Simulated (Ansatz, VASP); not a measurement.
# One calculation of GaP, two programs

POSCAR

```
GaP
1.0
    0.0000000000      2.5923998101      2.5923998101
    2.5923998101      0.0000000000      2.5923998101
    2.5923998101      2.5923998101      0.0000000000
Ga P
1 1
Direct
    0.0000000000      0.0000000000      0.0000000000
    0.2500000000      0.2500000000      0.2500000000
```

Contents of INCAR.step1:

```
PREC     = Accurate       # precision mode
ENCUT    = 520            # plane-wave cutoff, eV
EDIFF    = 1E-5           # SCF threshold, eV
ISMEAR   = 0              # smearing method
SIGMA    = 0.01           # smearing width, eV
LREAL    = False          # projectors in reciprocal space
LASPH    = True           # aspherical terms in the spheres
NELM     = 80             # most SCF steps
ALGO     = Normal         # electronic algorithm
ISIF     = 2              # what is computed and relaxed
LWAVE    = True           # write WAVECAR
LCHARG   = False          # write CHGCAR
GGA      = PE             # functional
NBANDS   = 16             # bands
```

File INCAR.step2:

```
PREC     = Accurate       # precision mode
ENCUT    = 520            # plane-wave cutoff, eV
EDIFF    = 1E-6           # SCF threshold, eV
ISMEAR   = 0              # smearing method
SIGMA    = 0.01           # smearing width, eV
LREAL    = False          # projectors in reciprocal space
LASPH    = True           # aspherical terms in the spheres
NELM     = 80             # most SCF steps
ALGO     = Normal         # electronic algorithm
ISIF     = 2              # what is computed and relaxed
LWAVE    = False          # write WAVECAR
LCHARG   = False          # write CHGCAR
GGA      = PE             # functional
LHFCALC  = True           # exact exchange
HFSCREEN = 0.2079         # screening, 1/A
PRECFOCK = Normal       
ISTART   = 1            
NBANDS   = 16             # bands
```

Contents of KPOINTS:

```
Automatic mesh
0
Gamma
  6 6 6
```

Input for Ansatz:

```yaml
crystal:
  lattice:
    - [0.0, 2.5923998101, 2.5923998101]
    - [2.5923998101, 0.0, 2.5923998101]
    - [2.5923998101, 2.5923998101, 0.0]
  atoms:
    - { symbol: Ga, position: [0.0, 0.0, 0.0] }
    - { symbol: P, position: [0.25, 0.25, 0.25] }
kpoints:
  mp_grid: { grid: [6, 6, 6] }
  band_path:
    path:
      - [0.0, 0.0, 0.0]
      - [-0.5, -0.5, 0.0]
      - [-0.375, -0.375, 0.25]
      - [-0.375, 0.0, 0.375]
      - [0.0, 0.0, 0.5]
      - [-0.5, -0.25, 0.25]
      - [-0.45, -0.45, 0.0]
    npoints: 1
hamiltonian:
  xc: hse06
scf:
  occupations: { method: fixed }
  n_extra_bands: 4
output:
  forces: true
  stress: true
  eigenvalues: true
```

Change from the starting cell: hydrostatic strain -4.9%.

Alike in both runs: task single point; functional HSE06; k mesh 6 × 6 × 6; no spin polarisation.

```csv
,VASP,Ansatz
version,VASP 6.6.1,Ansatz 0.2.0
potentials or method,"VASP PAW PBE potentials, release 64 (Ga_d, P)","plane waves, PAW"
plane-wave cutoff (eV),520,420
occupations,"gaussian, width 0.01 eV",fixed
valence electrons in the cell,18,18
```

Ansatz gave:

- gap on the k mesh at the Fermi level (eV): 1.93
- pressure (GPa): 19.5

Q: Which values does VASP return?

A: gap on the k mesh at the Fermi level (eV): 1.94; pressure (GPa): 19.1.

Ansatz's warnings: stress exchange threshold loose, stress scf threshold loose.
